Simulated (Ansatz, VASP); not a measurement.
# CsRuSe3 in VASP and in Ansatz

Contents of INCAR:

```
PREC = Accurate
ENCUT = 520
EDIFF = 1E-6
ISMEAR = 0
SIGMA = 0.1
LREAL = F
LASPH = T
NELM = 150
ALGO = Fast
ISIF = 2
LWAVE = F
LCHARG = T
ISPIN = 2
MAGMOM = 0 1 0 0 0
LORBIT = 11
LMAXMIX = 4
GGA = PE
LELF = T
LVHAR = T
NBANDS = 32
```

The input KPOINTS:

```
Automatic mesh
0
Gamma
  4 4 4
```

Contents of POSCAR:

```
CsRuSe3
1.0
    5.1898892600      0.0000000000      0.0000000000
    0.0000000000      5.1898892600      0.0000000000
    0.0000000000      0.0000000000      5.1898892600
Cs Ru Se
1 1 3
Direct
    0.5000000000      0.5000000000      0.5000000000
    0.0000000000      0.0000000000      0.0000000000
    0.5000000000      0.0000000000      0.0000000000
    0.0000000000      0.5000000000      0.0000000000
    0.0000000000      0.0000000000      0.5000000000
```

Input for Ansatz:

```yaml
crystal:
  lattice:
    - [5.18988926, 0.0, 0.0]
    - [0.0, 5.18988926, 0.0]
    - [0.0, 0.0, 5.18988926]
  atoms:
    - { symbol: Cs, position: [0.5, 0.5, 0.5] }
    - { symbol: Ru, position: [0.0, 0.0, 0.0], spin: 1.0 }
    - { symbol: Se, position: [0.5, 0.0, 0.0] }
    - { symbol: Se, position: [0.0, 0.5, 0.0] }
    - { symbol: Se, position: [0.0, 0.0, 0.5] }
basis:
  ecutwfc: 420
kpoints:
  mp_grid: { grid: [4, 4, 4] }
hamiltonian:
  xc: pbe
scf:
  occupations: { method: gaussian, width: 0.1 }
  lower_state_search: "off"
output:
  forces: true
  stress: true
  eigenvalues: true
  populations: true
magnetization:
  spin_polarized: true
```

Alike in both runs: task single point; functional PBE; k mesh 4 × 4 × 4; occupations gaussian, width 0.1 eV; collinear spin.

|  | VASP | Ansatz |
| --- | --- | --- |
| version | VASP 6.6.1 | Ansatz 0.2.0 |
| potentials or method | VASP PAW PBE potentials, release 64 (Cs_sv, Ru_pv, Se), cutoff 520 eV | scalar-relativistic, plane waves, PAW |
| valence electrons in the cell | 41 | 73 |

Ansatz gave:

```
gap on the k mesh at the Fermi level (eV)                     : none
pressure (GPa)                                                : -1.8
net moment per atom (μB)                                      : 0.68
size of the moment on the site where the two differ most (μB) : 1.75
```

**Question.** Estimate VASP's values.

**Answer.** gap on the k mesh at the Fermi level (eV): none; pressure (GPa): -1.8; net moment per atom (μB): 0.68; size of the moment on the site where the two differ most (μB): 1.86.

Site moments also hang on the region over which each program counts them. A gap of «none» marks a metal or a gap that the smearing closes. VASP's potentials hold 41 valence electrons a cell and Ansatz's 73, so a difference there can come from the potentials and not from the codes.

Neither program's run includes spin-orbit coupling.
